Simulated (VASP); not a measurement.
The system is Rb.

```
Rb
1.0
     5.08878    0.00000    0.00000
    -2.54439    4.40701    0.00000
     0.00000    0.00000   16.88373
Rb
4
Direct
  0.00000 0.00000 0.00000
  0.33333 0.66667 0.75000
  0.00000 0.00000 0.50000
  0.66667 0.33333 0.25000
```

This isn't the form of Rb at room conditions, which is bcc.

| Item | Value |
| --- | --- |
| Program | VASP 6.6.1 |
| Task | relaxation of cell and atoms |
| Functional | LDA |
| Potentials or basis | VASP PAW LDA potentials, release 64 (Rb_sv) |
| Cutoff | 600 eV |
| k mesh | 3 × 3 × 1, shifted |
| Occupations | methfessel-paxton, width 0.2 eV |
| Spin | no spin polarisation |

At the start: pressure -0.4 GPa; volume 94.66 Å³/atom.

Task: How do energy, volume and symmetry change on relaxing?

Result: Over 5 steps the energy falls by 23.4 meV/atom and the volume is 79.80 Å³/atom (-15.7 %); space group P6_3/mmc (No. 194, to 0.1 Å) before and after.

The path:
| step | energy change (eV) | largest force (eV/Å) | pressure (GPa) | volume (Å³) |
| --- | --- | --- | --- | --- |
| 1 | 0.0000 | 0.0001 | -0.43 | 378.64 |
| 2 | -0.0339 | 0.0004 | -0.36 | 364.98 |
| 3 | -0.0810 | 0.0001 | -0.19 | 338.35 |
| 4 | -0.0612 | 0.0001 | 0.37 | 289.04 |
| 5 | -0.0937 | 0.0003 | -0.02 | 319.19 |

Final structure:
```
Rb
1.0
     4.80327    0.00000    0.00000
    -2.40163    4.15975    0.00000
     0.00001    0.00000   15.97511
Rb
4
Cartesian
  0.0000 0.0000 0.0000
  0.0000 2.7732 11.9813
  2.4016 4.1597 7.9876
  2.4016 1.3866 3.9938
```

Caveat: the k points lie up to 0.50 Å⁻¹ apart in the final cell; the volume moved by over 15 % at a fixed basis, so the end points are rough.
